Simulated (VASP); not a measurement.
# HgPt (P4/mmm) in VASP: further runs, part 2 of 2

VASP 6.6.1. Earlier steps stand in the parts before.

## Step 4: Electric field gradients, LDA (17.22 Å³/atom)

This run uses another cell than the first one, of 17.22 Å³/atom.

INCAR reads:

```
SYSTEM = HgPt
  PREC = Accurate
  ENCUT = 520
  EDIFF = 1E-8
  ISMEAR = -1
  SIGMA = 0.03
  LREAL = .FALSE.
  LASPH = .TRUE.
  NELM = 100
  ALGO = Normal
  ISIF = 2
  LWAVE = .FALSE.
  LCHARG = .FALSE.
  LEFG = .TRUE.
  NBANDS = 18
```

KPOINTS reads:

```
regular mesh
0
G
  12 12 10
  0 0 0
```

POSCAR reads:

```
HgPt
1.0
    2.9906760701      0.0000000000      0.0000000000
    0.0000000000      2.9906760701      0.0000000000
    0.0000000000      0.0000000000      3.8503318641
Hg Pt
1 1
Direct
    0.0000000000      0.0000000000      0.0000000000
    0.5000000000      0.5000000000      0.5000000000
```

Potentials or basis: VASP PAW LDA potentials, release 64 (Hg, Pt).

Run with:

```console
$ cat potpaw_LDA.64/Hg/POTCAR potpaw_LDA.64/Pt/POTCAR > POTCAR
$ mpirun -np 1 vasp_std > vasp.out
```

OUTCAR:

```text
SYSTEM = HgPt
   PREC = Accurate
   ENCUT = 520
   EDIFF = 1E-8
   ISMEAR = -1
   LREAL = .FALSE.
   LASPH = .TRUE.
   NELM = 100
   ISIF = 2

 ion  position               nearest neighbor table
   1  0.000  0.000  0.000-   2 2.86   2 2.86   2 2.86   2 2.86   2 2.86   2 2.86   2 2.86   2 2.86

   2  0.500  0.500  0.500-   1 2.86   1 2.86   1 2.86   1 2.86   1 2.86   1 2.86   1 2.86   1 2.86

  LATTYP: Found a simple tetragonal cell.
 ALAT       =     2.9906760701
 C/A-ratio  =     1.2874453046

  Lattice vectors:

 A1 = (   2.9906760701,   0.0000000000,   0.0000000000)
 A2 = (   0.0000000000,   2.9906760701,   0.0000000000)
 A3 = (   0.0000000000,   0.0000000000,   3.8503318641)

Analysis of symmetry for initial positions (statically):
=====================================================================
 Subroutine PRICEL returns:
 Original cell was already a primitive cell.

 Routine SETGRP: Setting up the symmetry group for a
 simple tetragonal supercell.

[... 693 lines left out ...]
      direct lattice vectors                 reciprocal lattice vectors
     2.990676070  0.000000000  0.000000000     0.334372555  0.000000000  0.000000000
     0.000000000  2.990676070  0.000000000     0.000000000  0.334372555  0.000000000
     0.000000000  0.000000000  3.850331864     0.000000000  0.000000000  0.259717872

 POSITION                                       TOTAL-FORCE (eV/Angst)
 -----------------------------------------------------------------------------------
      0.00000      0.00000      0.00000         0.000000      0.000000      0.000000
      1.49534      1.49534      1.92517         0.000000      0.000000      0.000000
 -----------------------------------------------------------------------------------
    total drift:                                0.000000      0.000000     -0.000000

  FREE ENERGIE OF THE ION-ELECTRON SYSTEM (eV)
  ---------------------------------------------------
  free  energy   TOTEN  =        -8.5268241036 eV

  energy  without entropy=       -8.5249625647  energy(sigma->0) =       -8.52589333

 Electric field gradients (V/A^2)
---------------------------------------------------------------------
 ion       V_xx      V_yy      V_zz      V_xy      V_xz      V_yz
---------------------------------------------------------------------
   1      50.640    50.640  -101.281     0.000    -0.000     0.000
   2     -48.070   -48.070    96.141     0.000    -0.000    -0.000
---------------------------------------------------------------------

 Electric field gradients after diagonalization (V/A^2)
 (convention: |V_zz| > |V_xx| > |V_yy|)
----------------------------------------------------------------------
 ion       V_xx      V_yy      V_zz     asymmetry (V_yy - V_xx)/ V_zz
----------------------------------------------------------------------
   1      50.640    50.640  -101.281       0.000
   2     -48.070   -48.070    96.141       0.000
----------------------------------------------------------------------

           NMR quadrupolar parameters

 Cq : quadrupolar parameter    Cq=e*Q*V_zz/h
 eta: asymmetry parameters     (V_yy - V_xx)/ V_zz
 Q  : nuclear electric quadrupole moment in mb (millibarn)
----------------------------------------------------------------------
 ion       Cq(MHz)       eta       Q (mb)
----------------------------------------------------------------------
   1      -0.245       0.000       1.000
   2       0.232       0.000       1.000
----------------------------------------------------------------------
```

stdout:

```text
POSCAR found type information on POSCAR HgPt
 POSCAR found :  2 types and       2 ions
 scaLAPACK will be used
 LDA part: xc-table for (Slater(with rela. corr.)+CA(PZ))
 , standard interpolation
 POSCAR, INCAR and KPOINTS ok, starting setup
 FFT: planning ... GRIDC
 FFT: planning ... GRID_SOFT
 FFT: planning ... GRID
 WAVECAR not read
 entering main loop
ion   1

ion   2
```

Run time: 1.8 min. Hardware: 1 thread of Oxide Virtual Turin-like, shared host; peak memory 0.19 GiB.

Results:

```yaml
Free_energy: -8.5268 eV
Pressure: -3.3 GPa
Band_gap_on_the_k_mesh: zero (bands 11 and 12 overlap by 3.63 eV)
Largest_electric_field_gradient_by_atom: Hg -101.3; Pt +96.1 V/Å²
```

Electric field gradients, principal values (V/Å²):
```csv
atom,least,middle,greatest (by size)
1 Hg,50.640,50.640,-101.281
2 Pt,-48.070,-48.070,96.141
```

Caveat: the cell stands under tension; without QUAD_EFG the Cq values of the log hold for a quadrupole moment of 1 mb, not for the nuclei; spin-orbit coupling is left out, which moves the levels of the heavy elements.

## Step 5: Electric field gradients, LDA (17.56 Å³/atom)

This run uses another cell than the first one, of 17.56 Å³/atom.

INCAR reads:

```
PREC = Accurate ; ENCUT = 520
EDIFF = 1E-8 ; ISMEAR = -1
SIGMA = 0.03 ; LREAL = F
LASPH = T ; NELM = 80
ALGO = Normal ; ISIF = 2
LWAVE = F ; LCHARG = F
GGA = CA ; LEFG = T
NBANDS = 18
```

KPOINTS reads:

```
Automatic mesh
0
Gamma
  12 12 10
```

POSCAR reads:

```
HgPt
1.0
    3.0100965888      0.0000000000      0.0000000000
    0.0000000000      3.0100965888      0.0000000000
    0.0000000000      0.0000000000      3.8753347196
Hg Pt
1 1
Direct
    0.0000000000      0.0000000000      0.0000000000
    0.5000000000      0.5000000000      0.5000000000
```

Potentials or basis: VASP PAW LDA potentials, release 64 (Hg, Pt).

Run with:

```console
$ cat potpaw_LDA.64/Hg/POTCAR potpaw_LDA.64/Pt/POTCAR > POTCAR
$ mpirun -np 1 vasp_std > vasp.out
```

OUTCAR:

```text
PREC = Accurate
   ENCUT = 520
   EDIFF = 1E-8
   ISMEAR = -1
   LREAL = F
   LASPH = T
   NELM = 80
   ISIF = 2
   GGA = CA

 ion  position               nearest neighbor table
   1  0.000  0.000  0.000-   2 2.88   2 2.88   2 2.88   2 2.88   2 2.88   2 2.88   2 2.88   2 2.88

   2  0.500  0.500  0.500-   1 2.88   1 2.88   1 2.88   1 2.88   1 2.88   1 2.88   1 2.88   1 2.88

  LATTYP: Found a simple tetragonal cell.
 ALAT       =     3.0100965888
 C/A-ratio  =     1.2874453046

  Lattice vectors:

 A1 = (   3.0100965888,   0.0000000000,   0.0000000000)
 A2 = (   0.0000000000,   3.0100965888,   0.0000000000)
 A3 = (   0.0000000000,   0.0000000000,   3.8753347196)

Analysis of symmetry for initial positions (statically):
=====================================================================
 Subroutine PRICEL returns:
 Original cell was already a primitive cell.

 Routine SETGRP: Setting up the symmetry group for a
[... 694 lines left out ...]
  volume of cell :       35.11
      direct lattice vectors                 reciprocal lattice vectors
     3.010096589  0.000000000  0.000000000     0.332215253  0.000000000  0.000000000
     0.000000000  3.010096589  0.000000000     0.000000000  0.332215253  0.000000000
     0.000000000  0.000000000  3.875334720     0.000000000  0.000000000  0.258042227

 POSITION                                       TOTAL-FORCE (eV/Angst)
 -----------------------------------------------------------------------------------
      0.00000      0.00000      0.00000         0.000000      0.000000      0.000000
      1.50505      1.50505      1.93767         0.000000      0.000000      0.000000
 -----------------------------------------------------------------------------------
    total drift:                                0.000000      0.000000     -0.000000

  FREE ENERGIE OF THE ION-ELECTRON SYSTEM (eV)
  ---------------------------------------------------
  free  energy   TOTEN  =        -8.5065323297 eV

  energy  without entropy=       -8.5046207250  energy(sigma->0) =       -8.50557653

 Electric field gradients (V/A^2)
---------------------------------------------------------------------
 ion       V_xx      V_yy      V_zz      V_xy      V_xz      V_yz
---------------------------------------------------------------------
   1      49.544    49.544   -99.088     0.000    -0.000    -0.000
   2     -47.108   -47.108    94.216    -0.000     0.000    -0.000
---------------------------------------------------------------------

 Electric field gradients after diagonalization (V/A^2)
 (convention: |V_zz| > |V_xx| > |V_yy|)
----------------------------------------------------------------------
 ion       V_xx      V_yy      V_zz     asymmetry (V_yy - V_xx)/ V_zz
----------------------------------------------------------------------
   1      49.544    49.544   -99.088       0.000
   2     -47.108   -47.108    94.216       0.000
----------------------------------------------------------------------

           NMR quadrupolar parameters

 Cq : quadrupolar parameter    Cq=e*Q*V_zz/h
 eta: asymmetry parameters     (V_yy - V_xx)/ V_zz
 Q  : nuclear electric quadrupole moment in mb (millibarn)
----------------------------------------------------------------------
 ion       Cq(MHz)       eta       Q (mb)
----------------------------------------------------------------------
   1      -0.240       0.000       1.000
   2       0.228       0.000       1.000
----------------------------------------------------------------------
```

OSZICAR:

```text
N       E                     dE             d eps       ncg     rms          rms(c)
DAV:   1     0.142906852903E+03    0.14291E+03   -0.11768E+04  6264   0.120E+03
DAV:   2    -0.572888737302E+01   -0.14864E+03   -0.14047E+03  6318   0.289E+02
DAV:   3    -0.887564043086E+01   -0.31468E+01   -0.31323E+01  6924   0.462E+01
DAV:   4    -0.888760530853E+01   -0.11965E-01   -0.11963E-01  6772   0.265E+00
DAV:   5    -0.888771389040E+01   -0.10858E-03   -0.10858E-03  6770   0.282E-01    0.123E+01
DAV:   6    -0.856155573495E+01    0.32616E+00   -0.46142E-01  7010   0.100E+01    0.843E+00
DAV:   7    -0.851182282634E+01    0.49733E-01   -0.17545E-01  6734   0.359E+00    0.233E+00
DAV:   8    -0.850725267733E+01    0.45701E-02   -0.26753E-02  6496   0.139E+00    0.480E-01
DAV:   9    -0.850655340674E+01    0.69927E-03   -0.27391E-03  6374   0.658E-01    0.147E-01
DAV:  10    -0.850653710839E+01    0.16298E-04   -0.11875E-04  6604   0.933E-02    0.551E-02
DAV:  11    -0.850653239429E+01    0.47141E-05   -0.17043E-05  6520   0.340E-02    0.376E-03
DAV:  12    -0.850653233273E+01    0.61555E-07   -0.75958E-07  6678   0.983E-03    0.534E-03
DAV:  13    -0.850653232968E+01    0.30566E-08   -0.57214E-08  6606   0.301E-03
   1 F= -.85065323E+01 E0= -.85055765E+01  d E =-.191160E-02
```

It took 96 s on 1 thread of Oxide Virtual Turin-like, shared host; peak memory 0.19 GiB.

What came out:

```
Free energy                             : -8.5065 eV
Pressure                                : -6.5 GPa
Band gap on the k mesh                  : zero (bands 11 and 12 overlap by 3.52 eV)
Largest electric field gradient by atom : Hg -99.1; Pt +94.2 V/Å²
```

Levels at points of the mesh, in eV from the Fermi level:
```csv
k point,band 9,band 10,band 11,band 12,band 13,band 14
"(0.00, 0.00, 0.00)",-1.13,-1.13,-0.85,1.64,6.41,8.28
"(0.50, 0.00, 0.00)",-3.50,-2.25,-1.62,0.75,8.62,9.63
"(0.50, 0.50, 0.00)",-1.42,-0.05,-0.05,-0.04,3.79,5.02
"(0.00, 0.00, 0.50)",-2.20,-2.11,-2.11,-1.00,13.30,13.30
"(0.50, 0.00, 0.50)",-1.47,-1.13,-1.06,-1.02,2.49,2.96
"(0.50, 0.50, 0.50)",-1.56,-0.03,1.52,4.90,5.88,5.88
```

Electric field gradients, principal values (V/Å²):
| atom | least | middle | greatest (by size) |
| --- | --- | --- | --- |
| 1 Hg | 49.544 | 49.544 | -99.088 |
| 2 Pt | -47.108 | -47.108 | 94.216 |

Caveat: the cell stands under tension; without QUAD_EFG the Cq values of the log hold for a quadrupole moment of 1 mb, not for the nuclei; spin-orbit coupling is left out, which moves the levels of the heavy elements.

## Step 6: The runs side by side

```csv
cell,gap on the mesh (eV),pressure (GPa)
"a = 2.981, b = 2.981, c = 3.838 Å, 2 atoms",none,-1.5
"a = 2.971, b = 2.971, c = 3.901 Å, 2 atoms",none,-3.3
"a = 2.991, b = 2.991, c = 3.850 Å, 2 atoms",none,-3.3
"a = 3.010, b = 3.010, c = 3.875 Å, 2 atoms",none,-6.5
```

Alike in all rows: task electric field gradients; level LDA; potentials or basis VASP PAW LDA potentials, release 64 (Hg, Pt); no spin polarisation; k mesh 12 × 12 × 10; cutoff (eV) 520; smearing fermi-dirac 0.03 eV.

Caveats: spin-orbit coupling is left out, which moves the levels of the heavy elements; the cell stands under tension (at least some runs).

Total energies depend on the potentials used, so only differences within one code and one set of settings carry meaning.
